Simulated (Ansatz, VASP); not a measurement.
Two plane-wave programs on SrO

```
Sr O
1.0
     0.00000    2.56145    2.56145
     2.56145    0.00000    2.56145
     2.56145    2.56145    0.00000
Sr O
1 1
Direct
  0.00000 0.00000 0.00000
  0.50000 0.50000 0.50000
```

Alike in both runs: functional PBEsol; k mesh 8 × 8 × 8; occupations gaussian, width 0.02 eV; no spin polarisation.

Ansatz relaxed the structure, and its values are those at the end. VASP's run is a single point on that final structure, the one shown.

```csv
,VASP,Ansatz
version,VASP 6.6.1,Ansatz 0.2.0
potentials or method,"VASP PAW PBE potentials, release 64 (Sr_sv, O), cutoff 600 eV","scalar-relativistic, plane waves, PAW"
valence electrons in the cell,16,16
```

```csv
,VASP,Ansatz,Ansatz less VASP
gap on the k mesh at the Fermi level (eV),3.15,3.20,+0.049
least direct gap on the mesh (eV),3.23,3.27,+0.038
pressure (GPa),0.5,0.0,-0.55
```

VASP's potentials were made for PBE, not for PBEsol, and Ansatz warns of the same on its side.
